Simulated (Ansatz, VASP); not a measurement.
# BeTe2: VASP beside Ansatz

```
CELL_PARAMETERS angstrom
6.62000 0.00000 0.00000
0.00000 6.62000 0.00000
0.00000 0.00000 6.62000
ATOMIC_POSITIONS crystal
Be 0.00000 0.00000 0.00000
Be 0.50000 0.00000 0.50000
Be 0.50000 0.50000 0.00000
Be 0.00000 0.50000 0.50000
Te 0.88000 0.12000 0.62000
Te 0.12000 0.88000 0.38000
Te 0.12000 0.62000 0.88000
Te 0.88000 0.38000 0.12000
Te 0.62000 0.88000 0.12000
Te 0.38000 0.12000 0.88000
Te 0.62000 0.62000 0.62000
Te 0.38000 0.38000 0.38000
```

Alike in both runs: task relaxation of cell and atoms; functional PBE; k mesh 3 × 3 × 3; occupations gaussian, width 0.2 eV; no spin polarisation.

|  | VASP | Ansatz |
| --- | --- | --- |
| version | VASP 6.6.1 | Ansatz 0.2.0 |
| potentials or method | VASP PAW PBE potentials, release 64 (Be, Te), cutoff 600 eV | scalar-relativistic, plane waves, PAW |
| valence electrons in the cell | 56 | 136 |

VASP gave:

| Property | Result |
| --- | --- |
| gap on the k mesh at the Fermi level, each at its own relaxed structure (eV) | none |
| relaxed volume (Å³/atom) | 23.28 |
| relaxed cell length with the largest relative difference (Å) | 6.537 |

Task: Estimate Ansatz's values.

Result: gap on the k mesh at the Fermi level, each at its own relaxed structure (eV): none; relaxed volume (Å³/atom): 23.23; relaxed cell length with the largest relative difference (Å): 6.532.

A gap of «none» marks a metal or a gap that the smearing closes. VASP's potentials hold 56 valence electrons a cell and Ansatz's 136, so a difference there can come from the potentials and not from the codes.

Spin-orbit coupling is off throughout.
